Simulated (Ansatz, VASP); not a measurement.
# One calculation of MgCd3O4, two programs

INCAR

```
SYSTEM = MgCd3O4
ALGO = Normal
EDIFF = 1E-7
ENCUT = 520
GGA = PE
ISIF = 2
ISMEAR = 0
LASPH = .TRUE.
LCHARG = .TRUE.
LELF = .TRUE.
LREAL = .FALSE.
LVHAR = .TRUE.
LWAVE = .FALSE.
NBANDS = 41
NELM = 80
PREC = Accurate
SIGMA = 0.2
```

KPOINTS

```
k-points
0
G
  6 6 4
  0 0 0
```

File POSCAR:

```
MgCd3O4
1.0
    3.3076838000      0.0000000000      0.0000000000
    0.0000000000      3.3076838000      0.0000000000
    0.0000000000      0.0000000000      9.3304794000
Mg Cd O
1 3 4
Direct
    0.0000000000      0.0000000000      0.0000000000
    0.5000000000      0.5000000000      0.2433000000
    0.0000000000      0.0000000000      0.5000000000
    0.5000000000      0.5000000000      0.7567000000
    0.0000000000      0.0000000000      0.2322470000
    0.5000000000      0.5000000000      0.5000000000
    0.0000000000      0.0000000000      0.7677530000
    0.5000000000      0.5000000000      0.0000000000
```

Input for Ansatz:

```yaml
crystal:
  lattice:
    - [3.3076838, 0.0, 0.0]
    - [0.0, 3.3076838, 0.0]
    - [0.0, 0.0, 9.3304794]
  atoms:
    - { symbol: Mg, position: [0.0, 0.0, 0.0] }
    - { symbol: Cd, position: [0.5, 0.5, 0.2433] }
    - { symbol: Cd, position: [0.0, 0.0, 0.5] }
    - { symbol: Cd, position: [0.5, 0.5, 0.7567] }
    - { symbol: O, position: [0.0, 0.0, 0.232247] }
    - { symbol: O, position: [0.5, 0.5, 0.5] }
    - { symbol: O, position: [0.0, 0.0, 0.767753] }
    - { symbol: O, position: [0.5, 0.5, 0.0] }
basis:
  ecutwfc: 420
kpoints:
  mp_grid: { grid: [6, 6, 4] }
hamiltonian:
  xc: pbe
scf:
  occupations: { method: gaussian, width: 0.2 }
  lower_state_search: "off"
output:
  forces: true
  stress: true
  eigenvalues: true
```

Alike in both runs: task single point; functional PBE; k mesh 6 × 6 × 4; occupations gaussian, width 0.2 eV; no spin polarisation.

|  | VASP | Ansatz |
| --- | --- | --- |
| version | VASP 6.6.1 | Ansatz 0.2.0 |
| potentials or method | VASP PAW PBE potentials, release 64 (Mg, Cd, O), cutoff 520 eV | scalar-relativistic, plane waves, PAW |
| valence electrons in the cell | 62 | 94 |

|  | VASP | Ansatz | Ansatz less VASP |
| --- | --- | --- | --- |
| gap on the k mesh at the Fermi level (eV) | none | none | - |
| pressure (GPa) | 1.0 | 0.0 | -0.98 |
| traceless stress, the component that is largest in VASP (GPa) | -0.07 | 0.03 | +0.100 |
| rms of the force components (eV/Å) | 0.016 | 0.003 | -0.0136 |

Atom by atom the forces differ by 0.014 eV/Å (rms over components). A gap of «none» marks a metal or a gap that the smearing closes. VASP's potentials hold 62 valence electrons a cell and Ansatz's 94, so a difference there can come from the potentials and not from the codes.
